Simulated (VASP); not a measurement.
# Ti3Se (P-6m2) in VASP: notebook

Runs on Ti3Se. Level: PBEsol. Tasks: single point.

Everything below comes from runs of VASP 6.6.1. Logs are shortened: lines on timing, memory, paths and dates and some standing lists are left out, and cuts for length are marked.

## (1) The cell of the first run

Symmetry: P-6m2, No. 187, hexagonal system. Conventional cell: a = 3.197 Å, b = 3.197 Å, c = 7.943 Å, α = 90.00°, β = 90.00°, γ = 120.00°. Within 3.4 Å of Ti (site symmetry 3m) lie 3 Se at 2.58 Å and 9 Ti at 2.85 to 3.20 Å. Ti (site symmetry -6m2) has 12 Ti at 2.85 to 3.20 Å within 3.8 Å. Se (site symmetry -6m2) has 6 Ti at 2.58 Å and 6 Se at 3.20 Å within 3.4 Å.

## (2) Single point, PBEsol

INCAR reads:

```
PREC = Accurate
ENCUT = 500
EDIFF = 1E-6
ISMEAR = -1
SIGMA = 0.1
LREAL = F
LASPH = T
NELM = 120
ALGO = Normal
ISIF = 2
LWAVE = F
LCHARG = F
GGA = PS
NBANDS = 29
GGA_COMPAT = F
```

KPOINTS reads:

```
regular mesh
0
Gamma
  3 3 1
```

POSCAR reads:

```
Ti3Se
1.0
    3.1974460000      0.0000000000      0.0000000000
   -1.5987230000      2.7690694632      0.0000000000
    0.0000000000      0.0000000000      7.9427450000
Ti Se
3 1
Direct
    0.3333333333      0.6666666667      0.2270980000
    0.3333333333      0.6666666667      0.7729020000
    0.6666666667      0.3333333333      0.5000000000
    0.0000000000      0.0000000000      0.0000000000
```

Potentials or basis: VASP PAW PBE potentials, release 64 (Ti_sv, Se).

Run with:

```console
$ cat potpaw_PBE.64/Ti_sv/POTCAR potpaw_PBE.64/Se/POTCAR > POTCAR
$ mpirun -np 1 vasp_std > vasp.out
```

OUTCAR:

```text
PREC = Accurate
   ENCUT = 500
   EDIFF = 1E-6
   ISMEAR = -1
   LREAL = F
   LASPH = T
   NELM = 120
   ISIF = 2
   GGA = PS

 ion  position               nearest neighbor table
   1  0.333  0.667  0.227-   4 2.58   4 2.58   4 2.58   3 2.85   3 2.85   3 2.85
   2  0.333  0.667  0.773-   4 2.58   4 2.58   4 2.58   3 2.85   3 2.85   3 2.85
   3  0.667  0.333  0.500-   1 2.85   2 2.85   1 2.85   2 2.85   1 2.85   2 2.85
   4  0.000  0.000  0.000-   1 2.58   2 2.58   1 2.58   2 2.58   1 2.58   2 2.58

  LATTYP: Found a hexagonal cell.
 ALAT       =     3.1974460000
 C/A-ratio  =     2.4840904272

  Lattice vectors:

 A1 = (   3.1974460000,   0.0000000000,   0.0000000000)
 A2 = (  -1.5987230000,   2.7690694632,   0.0000000000)
 A3 = (   0.0000000000,   0.0000000000,   7.9427450000)

Analysis of symmetry for initial positions (statically):
=====================================================================
 Subroutine PRICEL returns:
 Original cell was already a primitive cell.

 Routine SETGRP: Setting up the symmetry group for a
 hexagonal supercell.

 Subroutine GETGRP returns: Found 12 space group operations
 (whereof 12 operations were pure point group operations)
 out of a pool of 24 trial point group operations.

The static configuration has the point symmetry D_3h.

Analysis of symmetry for dynamics (positions and initial velocities):
=====================================================================
 Subroutine PRICEL returns:
 Original cell was already a primitive cell.

 Routine SETGRP: Setting up the symmetry group for a
 hexagonal supercell.

 Subroutine GETGRP returns: Found 12 space group operations
 (whereof 12 operations were pure point group operations)
 out of a pool of 24 trial point group operations.

The dynamic configuration has the point symmetry D_3h.

 Subroutine INISYM returns: Found 12 space group operations
 (whereof 12 operations are pure point group operations),
 and found     1 'primitive' translations

----------------------------------------------------------------------------------------

                                     Primitive cell

  volume of cell :      70.3247

  direct lattice vectors                    reciprocal lattice vectors
     3.197446000  0.000000000  0.000000000     0.312749613  0.180566073  0.000000000
    -1.598723000  2.769069463  0.000000000     0.000000000  0.361132147  0.000000000
     0.000000000  0.000000000  7.942745000     0.000000000  0.000000000  0.125901058

  length of vectors
     3.197446000  3.197446000  7.942745000     0.361132147  0.361132147  0.125901058

  position of ions in fractional coordinates (direct lattice)
     0.333333333  0.666666667  0.227098000
     0.333333333  0.666666667  0.772902000
     0.666666667  0.333333333  0.500000000
     0.000000000  0.000000000  0.000000000

  ion indices of the primitive-cell ions
   primitive index   ion index
                 1           1
                 2           2
                 3           3
                 4           4

----------------------------------------------------------------------------------------

 KPOINTS: regular mesh

Automatic generation of k-mesh.
 Grid dimensions read from file:
 generate k-points for:    3    3    1

 Generating k-lattice:

  Cartesian coordinates                     Fractional coordinates (reciprocal lattice)
     0.104249871  0.060188691  0.000000000     0.333333333  0.000000000  0.000000000
     0.000000000  0.120377382  0.000000000     0.000000000  0.333333333  0.000000000
     0.000000000  0.000000000  0.125901058     0.000000000  0.000000000  1.000000000

  Length of vectors
     0.120377382  0.120377382  0.125901058

  Shift w.r.t. Gamma in fractional coordinates (k-lattice)
     0.000000000  0.000000000  0.000000000

 Subroutine IBZKPT returns following result:
 ===========================================

 Found      3 irreducible k-points:

 Following reciprocal coordinates:
            Coordinates               Weight
  0.000000  0.000000  0.000000      1.000000
  0.333333  0.000000  0.000000      6.000000
  0.333333  0.333333  0.000000      2.000000
   k-points           NKPTS =      3   k-points in BZ     NKDIM =      3   number of bands    NBANDS=     29
   number of dos      NEDOS =    301   number of ions     NIONS =      4
   total plane-waves  NPLWV =  34560
   dimension x,y,z NGX =    24 NGY =   24 NGZ =   60
   dimension x,y,z NGXF=    48 NGYF=   48 NGZF=  120
   ions per type =               3   1
   NGX,Y,Z   is equivalent  to a cutoff of  12.48, 12.48, 12.56 a.u.
   NGXF,Y,Z  is equivalent  to a cutoff of  24.96, 24.96, 25.12 a.u.
 SYSTEM =  unknown system
   PREC   = accura    normal or accurate (medium, high low for compatibility)
   ISTART =      0    job   : 0-new  1-cont  2-samecut
   ICHARG =      2    charge: 1-file 2-atom 10-const
   ISPIN  =      1    spin polarized calculation?
   LNONCOLLINEAR =      F non collinear calculations
   LSORBIT =      F    spin-orbit coupling
   LASPH  =      T    aspherical Exc in radial PAW
   ENCUT  =  500.0 eV  36.75 Ry    6.06 a.u.   5.83  5.83 14.48*2*pi/ulx,y,z
   NELM   =    120;   NELMIN=  2; NELMDL= -5     # of ELM steps
   EDIFF  = 0.1E-05   stopping-criterion for ELM
   LREAL  =      F    real-space projection
   EDIFFG = 0.1E-04   stopping-criterion for IOM
   NSW    =      0    number of steps for IOM
   IBRION =     -1    ionic relax: 0-MD 1-quasi-New 2-CG
   NFREE  =      0    steps in history (QN), initial steepest desc. (CG)
   ISIF   =      2    stress and relaxation
   ISYM   =      2    0-nonsym 1-usesym 2-fastsym
   POTIM  = 0.5000    time-step for ionic-motion
   TEBEG  =    0.0;   TEEND  =   0.0 temperature during run
   PSTRESS=    0.0 pullay stress
   NELECT =      42.0000    total number of electrons
   NUPDOWN=      -1.0000    fix difference up-down
   EMIN   =  10.00;   EMAX   =-10.00  energy-range for DOS
   EFERMI =   0.00;   METHOD = LEGACY
   ISMEAR =    -1;   SIGMA  =   0.10  broadening in eV -4-tet -1-fermi 0-gaus
   EFERMI_NEDOS =   21; number of points for ismear=-14 and -15
   IALGO  =     38    algorithm
   IMIX   =      4    mixing-type and parameters
     AMIX     =   0.40;   BMIX     =  1.00
     AMIX_MAG =   1.60;   BMIX_MAG =  1.00
  volume/ion in A,a.u.               =      17.58       118.64
  Fermi-wavevector in a.u.,A,eV,Ry     =   1.378654  2.605279 25.860424  1.900688
  Thomas-Fermi vector in A             =   2.503696
   LORBIT       =      0    0 simple, 1 ext, 2 COOP (PROOUT), +10 PAW based schemes
   GGA     = PS    functional components
   LHFCALC =     F    Hartree Fock is set to
   AEXX    =    0.0000 exact exchange contribution
   IVDW    =     0    specifies the selected vdW correction
   LEPSILON=     F    determine dielectric tensor
   LRPA    =     F    only Hartree local field effects (RPA)
 non-spin polarized calculation
  energy-cutoff  :      500.00
  volume of cell :       70.32
 maximum number of plane-waves:      1811
 NGX is ok and might be reduce to    24
   NGX = 11   NGY = 11   NGZ = 29

 number of electron      42.0000000 magnetization

 Free energy of the ion-electron system (eV)
  ---------------------------------------------------
  ext. energy  EPLUGINS =         0.00000000
  ---------------------------------------------------
  free energy    TOTEN  =       -30.66870572 eV

  energy without entropy =      -30.56037045  energy(sigma->0) =      -30.61453809

 E-fermi :   7.8664     XC(G=0): -11.4794

 val. band max:        7.7793004355   @ k =   0.0000   0.0000   0.0000
 cond. band min:       8.0206475867   @ k =   0.3333   0.3333   0.0000
 fundamental gap:      0.2413471512
 Fermi energy:         7.8663870368

 k-point     1 :       0.0000    0.0000    0.0000
  band No.  band energies     occupation
      1     -48.8786      2.00000
      2     -48.8559      2.00000
      3     -48.7182      2.00000
      4     -25.4700      2.00000
      5     -25.3802      2.00000
      6     -25.0760      2.00000
[... 21 lines left out ...]
     28       9.5977      0.00000
     29       9.5977      0.00000

 k-point     2 :       0.3333    0.0000    0.0000
  band No.  band energies     occupation
      1     -48.8456      2.00000
      2     -48.8360      2.00000
      3     -48.7125      2.00000
      4     -25.4136      2.00000
      5     -25.3861      2.00000
      6     -25.2512      2.00000
[... 21 lines left out ...]
     28      10.0567      0.00000
     29      10.1041      0.00000

 k-point     3 :       0.3333    0.3333    0.0000
  band No.  band energies     occupation
      1     -48.8279      2.00000
      2     -48.8260      2.00000
      3     -48.7108      2.00000
      4     -25.4182      2.00000
      5     -25.3003      2.00000
      6     -25.2980      2.00000
[... 21 lines left out ...]
     28      10.1973      0.00000
     29      10.4799      0.00000

------------------------ aborting loop because EDIFF is reached ----------------------------------------

  FORCE on cell =-STRESS in cart. coord.  units (eV):
  Direction    XX          YY          ZZ          XY          YZ          ZX
  --------------------------------------------------------------------------------------
  -------------------------------------------------------------------------------------
  Total       -1.3250917     -1.3250917     -1.1620767      0.0000000      0.0000000     -0.0000000
  in kB      -30.1890059    -30.1890059    -26.4751051      0.0000000      0.0000000     -0.0000000
  external PRESSURE =     -28.9510390 kB  Pullay stress =       0.0000000 kB

 VOLUME and BASIS-vectors are now :
 -----------------------------------------------------------------------------
  energy-cutoff  :      500.00
  volume of cell :       70.32
      direct lattice vectors                 reciprocal lattice vectors
     3.197446000  0.000000000  0.000000000     0.312749613  0.180566073  0.000000000
    -1.598723000  2.769069463  0.000000000     0.000000000  0.361132147  0.000000000
     0.000000000  0.000000000  7.942745000     0.000000000  0.000000000  0.125901058

 POSITION                                       TOTAL-FORCE (eV/Angst)
 -----------------------------------------------------------------------------------
     -0.00000      1.84605      1.80378        -0.000000      0.000000     -0.261027
     -0.00000      1.84605      6.13896         0.000000     -0.000000      0.261027
      1.59872      0.92302      3.97137         0.000000      0.000000      0.000000
      0.00000      0.00000      0.00000        -0.000000      0.000000      0.000000
 -----------------------------------------------------------------------------------
    total drift:                                0.000000     -0.000000     -0.000000

  FREE ENERGIE OF THE ION-ELECTRON SYSTEM (eV)
  ---------------------------------------------------
  free  energy   TOTEN  =       -30.6687057225 eV

  energy  without entropy=      -30.5603704542  energy(sigma->0) =      -30.61453809
```

Wall time 26 s (1 thread of AMD EPYC, shared host); peak memory 0.14 GiB.

Results:

```
Free energy            : -30.6687 eV
Pressure               : -2.9 GPa
Largest force          : 0.261 eV/Å
Band gap on the k mesh : zero (bands 21 and 22 overlap by 0.43 eV)
```

Forces on the atoms (eV/Å):
```
Ti   0.000  0.000 -0.261
Ti   0.000  0.000  0.261
Ti   0.000  0.000  0.000
Se   0.000  0.000  0.000
```

Caveat: the k points lie up to 0.79 Å⁻¹ apart; the PAW data sets were made with another functional, which shifts forces and pressure a little.

## (3) Single point, PBEsol

INCAR reads:

```
ALGO = Normal
EDIFF = 1E-6
ENCUT = 500
GGA = PS
GGA_COMPAT = False
ISIF = 2
ISMEAR = -1
LASPH = True
LCHARG = True
LELF = True
LREAL = False
LVHAR = True
LWAVE = False
NBANDS = 29
NELM = 120
PREC = Accurate
SIGMA = 0.1
```

KPOINTS reads:

```
k-points
0
Gamma
  4 4 2
```

POSCAR is that of step 2.

Potentials or basis: VASP PAW PBE potentials, release 64 (Ti_sv, Se).

Run with:

```console
$ cat potpaw_PBE.64/Ti_sv/POTCAR potpaw_PBE.64/Se/POTCAR > POTCAR
$ mpirun -np 1 vasp_std > vasp.out
```

It took 61 s on 1 thread of AMD EPYC, shared host; peak memory 0.14 GiB.

The run converged. Its results:

| Item | Value |
| --- | --- |
| Free energy | -30.9211 eV |
| Pressure | -4.2 GPa |
| Largest force | 0.107 eV/Å |
| Band gap on the k mesh | zero (bands 21 and 22 overlap by 0.40 eV) |

Forces on the atoms (eV/Å):
```
Ti   0.000  0.000 -0.107
Ti   0.000  0.000  0.107
Ti   0.000  0.000  0.000
Se   0.000  0.000  0.000
```

Stress tensor (GPa, compression positive):
```
-3.61  0.00  0.00
 0.00 -3.61  0.00
 0.00  0.00 -5.35
```

Levels at points of the mesh, in eV from the Fermi level:
```
           k point  band 17  band 18  band 19  band 20  band 21  band 22  band 23  band 24  band 25  band 26
(0.00, 0.00, 0.00)    -1.29    -1.29    -0.12     0.19     0.19     0.33     0.33     0.96     1.09     1.44
(0.50, 0.00, 0.00)    -2.06    -1.76    -1.54    -0.62    -0.42     0.23     0.85     0.86     2.33     2.52
(0.00, 0.00, 0.50)    -1.37    -1.37    -0.59     0.43     0.43     0.60     0.64     0.64     1.04     1.04
(0.50, 0.00, 0.50)    -2.02    -1.53    -1.48    -0.87    -0.83     0.63     0.88     1.04     1.25     2.55
```

Caveat: the k points lie up to 0.57 Å⁻¹ apart; the PAW data sets were made with another functional, which shifts forces and pressure a little.
